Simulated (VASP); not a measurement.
# NaH (Pm-3m) in VASP: further runs, part 2 of 2

VASP 6.6.1.

### 4 Single point, PBE+D4

This run uses another cell than the first one, of 14.41 Å³/atom, 1.198 times its volume.

Input file INCAR:

```
PREC = Accurate ; ENCUT = 520
EDIFF = 1E-6 ; ISMEAR = -1
SIGMA = 0.05 ; LREAL = False
LASPH = True ; NELM = 60
ALGO = Normal ; ISIF = 2
LWAVE = False ; LCHARG = False
GGA = PE ; IVDW = 13
NBANDS = 11
```

Input file KPOINTS:

```
regular mesh
0
Gamma
  9 9 9
```

Input file POSCAR:

```
NaH
1.0
    3.0657329061      0.0000000000      0.0000000000
    0.0000000000      3.0657329061      0.0000000000
    0.0000000000      0.0000000000      3.0657329061
Na H
1 1
Direct
    0.0000000000      0.0000000000      0.0000000000
    0.5000000000      0.5000000000      0.5000000000
```

Potentials or basis: VASP PAW PBE potentials, release 64 (Na_pv, H).

Run with:

```console
> cat potpaw_PBE.64/Na_pv/POTCAR potpaw_PBE.64/H/POTCAR > POTCAR
> mpirun -np 1 vasp_std > vasp.out
```

OUTCAR:

```text
PREC = Accurate
   ENCUT = 520
   EDIFF = 1E-6
   ISMEAR = -1
   LREAL = False
   LASPH = True
   NELM = 60
   ISIF = 2
   GGA = PE
   IVDW = 13

 ion  position               nearest neighbor table
   1  0.000  0.000  0.000-
   2  0.500  0.500  0.500-

  LATTYP: Found a simple cubic cell.
 ALAT       =     3.0657329061

  Lattice vectors:

 A1 = (   3.0657329061,   0.0000000000,   0.0000000000)
 A2 = (   0.0000000000,   3.0657329061,   0.0000000000)
 A3 = (   0.0000000000,   0.0000000000,   3.0657329061)

Analysis of symmetry for initial positions (statically):
=====================================================================
 Subroutine PRICEL returns:
 Original cell was already a primitive cell.

 Routine SETGRP: Setting up the symmetry group for a
 simple cubic supercell.

 Subroutine GETGRP returns: Found 48 space group operations
 (whereof 48 operations were pure point group operations)
 out of a pool of 48 trial point group operations.

The static configuration has the point symmetry O_h .

Analysis of symmetry for dynamics (positions and initial velocities):
=====================================================================
 Subroutine PRICEL returns:
 Original cell was already a primitive cell.

 Routine SETGRP: Setting up the symmetry group for a
 simple cubic supercell.

 Subroutine GETGRP returns: Found 48 space group operations
 (whereof 48 operations were pure point group operations)
 out of a pool of 48 trial point group operations.

The dynamic configuration has the point symmetry O_h .

 Subroutine INISYM returns: Found 48 space group operations
 (whereof 48 operations are pure point group operations),
 and found     1 'primitive' translations

----------------------------------------------------------------------------------------

[... 117 lines left out ...]
   GGA     = PE    functional components
   LHFCALC =     F    Hartree Fock is set to
   AEXX    =    0.0000 exact exchange contribution
   IVDW    =    13    specifies the selected vdW correction
   LEPSILON=     F    determine dielectric tensor
   LRPA    =     F    only Hartree local field effects (RPA)
 non-spin polarized calculation
  energy-cutoff  :      520.00
  volume of cell :       28.81
 maximum number of plane-waves:       792
 NGX is ok and might be reduce to    24
   NGX = 11   NGY = 11   NGZ = 11

 number of electron       8.0000005 magnetization

 Free energy of the ion-electron system (eV)
  ---------------------------------------------------
  ext. energy  EPLUGINS =         0.00000000
  ---------------------------------------------------
  free energy    TOTEN  =        -4.75451192 eV

  energy without entropy =       -4.75451190  energy(sigma->0) =       -4.75451191

 E-fermi :   1.2799     XC(G=0):  -7.7843

 val. band max:        0.5491093593   @ k =   0.4444   0.4444   0.4444
 cond. band min:       1.9997396524   @ k =   0.4444   0.0000   0.0000
 fundamental gap:      1.4506302931
 Fermi energy:         1.2799260471

 k-point     1 :       0.0000    0.0000    0.0000
  band No.  band energies     occupation
      1     -23.7917      2.00000
      2     -23.7917      2.00000
      3     -23.7917      2.00000
      4      -4.6556      2.00000
      5       8.5412      0.00000
      6      11.2842      0.00000
      7      11.2842      0.00000
      8      12.5073      0.00000
      9      12.5073      0.00000
     10      12.5073      0.00000
     11      24.9493      0.00000
[... 309 lines left out ...]
 k-point    24 :       0.4444    0.3333    0.1111
  band No.  band energies     occupation
      1     -23.8971      2.00000
      2     -23.8674      2.00000
      3     -23.7865      2.00000
      4      -1.2592      2.00000
      5       3.8706      0.00000
      6       6.1438      0.00000
      7       9.4335      0.00000
      8      12.1810      0.00000
      9      15.7645      0.00000
     10      17.0390      0.00000
     11      19.8880      0.00000

 [... further k-points ...]

------------------------ aborting loop because EDIFF is reached ----------------------------------------

  DFT-D4 for vdW energy calculation

  Edisp (eV):   -0.23928

  FORCE on cell =-STRESS in cart. coord.  units (eV):
  Direction    XX          YY          ZZ          XY          YZ          ZX
  --------------------------------------------------------------------------------------
  -------------------------------------------------------------------------------------
  Total      -0.01139    -0.01139    -0.01139    -0.00000     0.00000    -0.00000
  in kB      -0.63306    -0.63306    -0.63306    -0.00000     0.00000    -0.00000
  external pressure =       -0.63 kB  Pullay stress =        0.00 kB

 VOLUME and BASIS-vectors are now :
 -----------------------------------------------------------------------------
  energy-cutoff  :      520.00
  volume of cell :       28.81
      direct lattice vectors                 reciprocal lattice vectors
     3.065732906  0.000000000  0.000000000     0.326186276  0.000000000  0.000000000
     0.000000000  3.065732906  0.000000000     0.000000000  0.326186276  0.000000000
     0.000000000  0.000000000  3.065732906     0.000000000  0.000000000  0.326186276

 POSITION                                       TOTAL-FORCE (eV/Angst)
 -----------------------------------------------------------------------------------
      0.00000      0.00000      0.00000         0.000000      0.000000      0.000000
      1.53287      1.53287      1.53287         0.000000      0.000000      0.000000
 -----------------------------------------------------------------------------------
    total drift:                                0.000000      0.000000      0.000000

  FREE ENERGIE OF THE ION-ELECTRON SYSTEM (eV)
  ---------------------------------------------------
  free  energy   TOTEN  =        -4.9937952183 eV

  energy  without entropy=       -4.9937952028  energy(sigma->0) =       -4.99379521
```

stdout:

```text
POSCAR found type information on POSCAR NaH
 POSCAR found :  2 types and       2 ions
 scaLAPACK will be used
 LDA part: xc-table for (Slater+PW92), standard interpolation
 POSCAR, INCAR and KPOINTS ok, starting setup
 FFT: planning ... GRIDC
 FFT: planning ... GRID_SOFT
 FFT: planning ... GRID
 WAVECAR not read
 entering main loop
```

It took 6.8 s on 1 thread of Intel Xeon Platinum 8559C (Emerald Rapids), shared host; peak memory 0.13 GiB.

What came out:

```
Free energy                : -4.9938 eV
Pressure                   : -0.1 GPa
Band gap on the k mesh     : 1.45 eV, indirect (least direct gap 4.47 eV)
Dispersion energy per atom : -0.120 eV
```

A k mesh can miss the band edges. PBE gaps usually lie below the measured ones, often by a third to a half.

### 5 Relaxation of cell and atoms, PBE

This run uses another cell than the first one, of 12.90 Å³/atom, 1.073 times its volume.

Input file INCAR:

```
SYSTEM = NaH
ALGO = Normal
EDIFF = 1E-6
EDIFFG = -0.02
ENCUT = 600
GGA = PE
IBRION = 2
ISIF = 3
ISMEAR = -1
LASPH = .True.
LCHARG = .False.
LREAL = .False.
LWAVE = .False.
NELM = 100
NSW = 80
PREC = Accurate
SIGMA = 0.05
```

Input file KPOINTS:

```
k-points
0
Gamma
  9 9 9
  0 0 0
```

Input file POSCAR:

```
NaH
1.0
    2.9551240000      0.0000000000      0.0000000000
    0.0000000000      2.9551240000      0.0000000000
    0.0000000000      0.0000000000      2.9551240000
Na H
1 1
Direct
    0.0000000000      0.0000000000      0.0000000000
    0.5000000000      0.5000000000      0.5000000000
```

Potentials or basis: VASP PAW PBE potentials, release 64 (Na_pv, H).

Run with:

```console
> cat potpaw_PBE.64/Na_pv/POTCAR potpaw_PBE.64/H/POTCAR > POTCAR
> mpirun -np 1 vasp_std > vasp.out
```

OUTCAR:

```text
SYSTEM = NaH
   EDIFF = 1E-6
   EDIFFG = -0.02
   ENCUT = 600
   GGA = PE
   IBRION = 2
   ISIF = 3
   ISMEAR = -1
   LASPH = .True.
   LREAL = .False.
   NELM = 100
   NSW = 80
   PREC = Accurate

 ion  position               nearest neighbor table
   1  0.000  0.000  0.000-
   2  0.500  0.500  0.500-

  LATTYP: Found a simple cubic cell.
 ALAT       =     2.9551240000

  Lattice vectors:

 A1 = (   2.9551240000,   0.0000000000,   0.0000000000)
 A2 = (   0.0000000000,   2.9551240000,   0.0000000000)
 A3 = (   0.0000000000,   0.0000000000,   2.9551240000)

Analysis of symmetry for initial positions (statically):
=====================================================================
 Subroutine PRICEL returns:
 Original cell was already a primitive cell.

 Routine SETGRP: Setting up the symmetry group for a
 simple cubic supercell.

 Subroutine GETGRP returns: Found 48 space group operations
 (whereof 48 operations were pure point group operations)
 out of a pool of 48 trial point group operations.

The static configuration has the point symmetry O_h .

Analysis of symmetry for dynamics (positions and initial velocities):
=====================================================================
 Subroutine PRICEL returns:
 Original cell was already a primitive cell.

 Routine SETGRP: Setting up the symmetry group for a
 simple cubic supercell.

 Subroutine GETGRP returns: Found 48 space group operations
 (whereof 48 operations were pure point group operations)
 out of a pool of 48 trial point group operations.

The dynamic configuration has the point symmetry O_h .

 Subroutine INISYM returns: Found 48 space group operations
 (whereof 48 operations are pure point group operations),
 and found     1 'primitive' translations

----------------------------------------------------------------------------------------

                                     Primitive cell

[... 114 lines left out ...]
   LORBIT       =      0    0 simple, 1 ext, 2 COOP (PROOUT), +10 PAW based schemes
   GGA     = PE    functional components
   LHFCALC =     F    Hartree Fock is set to
   AEXX    =    0.0000 exact exchange contribution
   IVDW    =     0    specifies the selected vdW correction
   LEPSILON=     F    determine dielectric tensor
   LRPA    =     F    only Hartree local field effects (RPA)
 conjugate gradient relaxation of ions
 non-spin polarized calculation
  energy-cutoff  :      600.00
  volume of cell :       25.81
 maximum number of plane-waves:       882
 NGX is ok and might be reduce to    24
   NGX = 11   NGY = 11   NGZ = 11

 number of electron       8.0000007 magnetization

 Free energy of the ion-electron system (eV)
  ---------------------------------------------------
  ext. energy  EPLUGINS =         0.00000000
  ---------------------------------------------------
  free energy    TOTEN  =        -4.77283152 eV

  energy without entropy =       -4.77283151  energy(sigma->0) =       -4.77283152

 E-fermi :   1.8214     XC(G=0):  -8.1595

 val. band max:        1.0655382498   @ k =   0.4444   0.4444   0.4444
 cond. band min:       2.5658987180   @ k =   0.4444   0.0000   0.0000
 fundamental gap:      1.5003604682
 Fermi energy:         1.8214458497

 k-point     1 :       0.0000    0.0000    0.0000
  band No.  band energies     occupation
      1     -23.2550      2.00000
      2     -23.2550      2.00000
      3     -23.2550      2.00000
      4      -4.6183      2.00000
      5       9.9511      0.00000
      6      12.2646      0.00000
      7      12.2646      0.00000
      8      13.7977      0.00000
[... 243 lines left out ...]
 k-point    24 :       0.4444    0.3333    0.1111
  band No.  band energies     occupation
      1     -23.4016      2.00000
      2     -23.3599      2.00000
      3     -23.2475      2.00000
      4      -0.9462      2.00000
      5       4.5696      0.00000
      6       6.9682      0.00000
      7      10.5842      0.00000
      8      13.3546      0.00000

 [... further k-points ...]

------------------------ aborting loop because EDIFF is reached ----------------------------------------

  FORCE on cell =-STRESS in cart. coord.  units (eV):
  Direction    XX          YY          ZZ          XY          YZ          ZX
  --------------------------------------------------------------------------------------
  -------------------------------------------------------------------------------------
  Total        0.0326694      0.0326694      0.0326694      0.0000000     -0.0000000      0.0000000
  in kB        2.0282672      2.0282672      2.0282672      0.0000000     -0.0000000      0.0000000
  external PRESSURE =       2.0282672 kB  Pullay stress =       0.0000000 kB

 VOLUME and BASIS-vectors are now :
 -----------------------------------------------------------------------------
  energy-cutoff  :      600.00
  volume of cell :       25.81
      direct lattice vectors                 reciprocal lattice vectors
     2.955124000  0.000000000  0.000000000     0.338395275  0.000000000  0.000000000
     0.000000000  2.955124000  0.000000000     0.000000000  0.338395275  0.000000000
     0.000000000  0.000000000  2.955124000     0.000000000  0.000000000  0.338395275

 POSITION                                       TOTAL-FORCE (eV/Angst)
 -----------------------------------------------------------------------------------
      0.00000      0.00000      0.00000         0.000000      0.000000      0.000000
      1.47756      1.47756      1.47756         0.000000      0.000000      0.000000
 -----------------------------------------------------------------------------------
    total drift:                                0.000000      0.000000      0.000000

  FREE ENERGIE OF THE ION-ELECTRON SYSTEM (eV)
  ---------------------------------------------------
  free  energy   TOTEN  =        -4.7728315211 eV

  energy  without entropy=       -4.7728315115  energy(sigma->0) =       -4.77283152

 reached required accuracy - stopping structural energy minimisation
```

CONTCAR:

```text
NaH
   1.00000000000000
     2.9551240000000001    0.0000000000000000    0.0000000000000000
     0.0000000000000000    2.9551240000000001    0.0000000000000000
     0.0000000000000000    0.0000000000000000    2.9551240000000001
  Na              H
     1     1
Direct
     0.0000000000000000    0.0000000000000000    0.0000000000000000
     0.5000000000000000    0.5000000000000000    0.5000000000000000

  0.00000000E+00  0.00000000E+00  0.00000000E+00
  0.00000000E+00  0.00000000E+00  0.00000000E+00
```

It took 4 s on 1 thread of Intel Xeon Platinum 8559C (Emerald Rapids), shared host; peak memory 0.12 GiB.

What came out:

```
Free energy             : -4.7728 eV
Pressure after relaxing : 0.2 GPa
Band gap on the k mesh  : 1.50 eV, indirect (least direct gap 4.81 eV)
```

Final structure:
```
CELL_PARAMETERS angstrom
2.95512 0.00000 0.00000
0.00000 2.95512 0.00000
0.00000 0.00000 2.95512
ATOMIC_POSITIONS crystal
Na 0.00000 0.00000 0.00000
H 0.50000 0.50000 0.50000
```

Levels at points of the mesh, in eV from the valence-band top:
| k point | band 1 | band 2 | band 3 | band 4 | band 5 | band 6 | band 7 | band 8 |
| --- | --- | --- | --- | --- | --- | --- | --- | --- |
| (0.00, 0.00, 0.00) | -24.32 | -24.32 | -24.32 | -5.68 | 8.89 | 11.20 | 11.20 | 12.73 |

Caveat: the relaxation stopped at its first step, so nothing moved. A k mesh can miss the band edges.

### 6 Relaxation of cell and atoms, PBE+D3(BJ)

This run uses another cell than the first one, of 12.90 Å³/atom, 1.073 times its volume.

Input file INCAR:

```
  PREC = Accurate
  ENCUT = 600
  EDIFF = 1E-6
  ISMEAR = -1
  SIGMA = 0.05
  LREAL = False
  LASPH = True
  NELM = 100
  ALGO = Normal
  ISIF = 3
  LWAVE = False
  LCHARG = False
  GGA = PE
  IVDW = 12
  IBRION = 2
  NSW = 80
  EDIFFG = -0.02
```

Input file KPOINTS:

```
Automatic mesh
0
Gamma
  9 9 9
```

POSCAR is that of step 5.

Potentials or basis: VASP PAW PBE potentials, release 64 (Na_pv, H).

Run with:

```console
> cat potpaw_PBE.64/Na_pv/POTCAR potpaw_PBE.64/H/POTCAR > POTCAR
> mpirun -np 1 vasp_std > vasp.out
```

Wall time 8.6 s (1 thread of Intel Xeon Platinum 8559C (Emerald Rapids), shared host); peak memory 0.13 GiB.

The run converged. Its results:

| Item | Value |
| --- | --- |
| Free energy | -5.1002 eV |
| Relaxed volume | 12.15 Å³/atom |
| Relaxed cell | a = 2.896 Å, b = 2.896 Å, c = 2.896 Å, α = 90.00°, β = 90.00°, γ = 90.00° |
| Space group after relaxing (to 0.05 Å) | Pm-3m (No. 221) |
| Energy gained by relaxing | 4.8 meV/atom |
| Ionic steps | 3 |
| Pressure after relaxing | -0.3 GPa |
| Band gap on the k mesh | 1.53 eV, indirect (least direct gap 5.00 eV) |
| Dispersion energy per atom | -0.169 eV |

The path:
```tsv
step	energy change (eV)	largest force (eV/Å)	pressure (GPa)	volume (Å³)
1	0.0000	0.0000	-1.71	25.81
2	-0.0047	0.0000	-1.24	25.29
3	-0.0096	0.0000	-0.25	24.29
```

Final structure:
```yaml
crystal:
  lattice:
    - [2.89619, 0.00000, 0.00000]
    - [0.00000, 2.89619, 0.00000]
    - [0.00000, 0.00000, 2.89619]
  atoms:
    - { symbol: Na, position: [0.00000, 0.00000, 0.00000] }
    - { symbol: H, position: [0.50000, 0.50000, 0.50000] }
```

Levels at points of the mesh, in eV from the valence-band top:
```
           k point  band 1  band 2  band 3  band 4  band 5  band 6  band 7  band 8
(0.00, 0.00, 0.00)  -24.32  -24.32  -24.32   -5.96    9.42   11.46   11.46   13.18
```

A k mesh can miss the band edges.

### 7 Summary

| task | level | cell | cutoff (eV) | gap on the mesh (eV) | pressure (GPa) |
| --- | --- | --- | --- | --- | --- |
| single point | PBE+D3(BJ) | a = 2.886 Å, 2 atoms | 520 | 1.54 | -0.1 |
| single point | PBE | a = 2.965 Å, 2 atoms | 520 | 1.49 | -0.1 |
| single point | PBE+D4 | a = 3.066 Å, 2 atoms | 520 | 1.45 | -0.1 |
| relaxation of cell and atoms | PBE | relaxed from a = 2.955 Å, 2 atoms | 600 | 1.50 | 0.2 |
| relaxation of cell and atoms | PBE+D3(BJ) | relaxed from a = 2.955 Å, 2 atoms | 600 | 1.53 | -0.3 |

Alike in all rows: potentials or basis VASP PAW PBE potentials, release 64 (Na_pv, H); no spin polarisation; k mesh 9 × 9 × 9; smearing fermi-dirac 0.05 eV.

Caveats: the relaxation stopped at its first step, so nothing moved (some runs).

Absolute energies hang on the potentials; compare differences alone.
